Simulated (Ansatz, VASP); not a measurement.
## Ru: VASP beside Ansatz

File INCAR:

```
PREC = Accurate
ENCUT = 600
EDIFF = 1E-6
ISMEAR = -1
SIGMA = 0.05
LREAL = False
LASPH = True
NELM = 60
ALGO = Normal
ISIF = 3
LWAVE = False
LCHARG = False
GGA = PS
IBRION = 2
NSW = 100
EDIFFG = -0.005
```

Contents of KPOINTS:

```
Automatic mesh
0
Gamma
  14 14 8
```

Contents of POSCAR:

```
Ru
1.0
    2.7761117499      0.0000000000      0.0000000000
   -1.3880558750      2.4041832992      0.0000000000
    0.0000000000      0.0000000000      4.3931676036
Ru
2
Direct
    0.3333333333      0.6666666667      0.2500000000
    0.6666666667      0.3333333333      0.7500000000
```

Input for Ansatz:

```yaml
crystal:
  lattice:
    - [2.7761117499, 0.0, 0.0]
    - [-1.388055875, 2.4041832992, 0.0]
    - [0.0, 0.0, 4.3931676036]
  atoms:
    - { symbol: Ru, position: [0.3333333333, 0.6666666667, 0.25] }
    - { symbol: Ru, position: [0.6666666667, 0.3333333333, 0.75] }
kpoints:
  mp_grid: { grid: [14, 14, 8] }
scf:
  occupations: { method: fermi_dirac, width: 0.05 }
hamiltonian:
  xc: pbesol
  pseudopotentials: { kind: paw }
output:
  forces: true
  stress: true
  efg: { contact_densities: true }
relax:
  f_tol: 0.005
  max_steps: 80
  cell: {}
```

Alike in both runs: task relaxation of cell and atoms; functional PBEsol; k mesh 14 × 14 × 8; occupations fermi-dirac, width 0.05 eV; no spin polarisation.

```csv
,VASP,Ansatz
version,VASP 6.6.1,Ansatz 0.2.0
potentials or method,"VASP PAW PBE potentials, release 64 (Ru_pv)","PAW with Ansatz's default frozen-core files, scalar-relativistic"
plane-wave cutoff (eV),600,420
valence electrons in the cell,28,32
```

Ansatz gave:

| Quantity | Value |
| --- | --- |
| relaxed volume (Å³/atom) | 13.32 |
| relaxed cell length with the largest relative difference (Å) | 2.692 |

Q: What did VASP give for the same quantities?

A: Relaxed volume (Å³/atom): 13.33; relaxed cell length with the largest relative difference (Å): 2.692.

VASP's potentials were made for PBE, not for PBEsol. VASP's potentials hold 28 valence electrons a cell and Ansatz's 32, so a difference there can come from the potentials and not from the codes.
